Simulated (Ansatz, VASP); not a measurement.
One calculation of AlAs3, two programs

```xyz
4
Lattice="4.2340 0.0000 0.0000 0.0000 4.2340 0.0000 0.0000 0.0000 4.2340" Properties=species:S:1:pos:R:3 pbc="T T T"
Al    2.1170    2.1170    2.1170
As    2.1170    0.0000    0.0000
As    0.0000    2.1170    0.0000
As    0.0000    0.0000    2.1170
```

Alike in both runs: functional PBE; k mesh 12 × 12 × 12; occupations gaussian, width 0.1 eV; no spin polarisation.

Ansatz relaxed the structure, and its values are those at the end. VASP's run is a single point on that final structure, the one shown.

|  | VASP | Ansatz |
| --- | --- | --- |
| version | VASP 6.6.1 | Ansatz 0.2.0 |
| potentials or method | VASP PAW PBE potentials, release 64 (Al, As), cutoff 520 eV | scalar-relativistic, plane waves, PAW |
| valence electrons in the cell | 18 | 48 |

|  | VASP | Ansatz | Ansatz less VASP |
| --- | --- | --- | --- |
| gap on the k mesh at the Fermi level (eV) | none | none | - |
| pressure (GPa) | 0.1 | 0.0 | -0.08 |

A gap of «none» marks a metal or a gap that the smearing closes. With one functional, cell and mesh, what is left measures potentials, basis and numerics. VASP's potentials hold 18 valence electrons a cell and Ansatz's 48, so a difference there can come from the potentials and not from the codes.
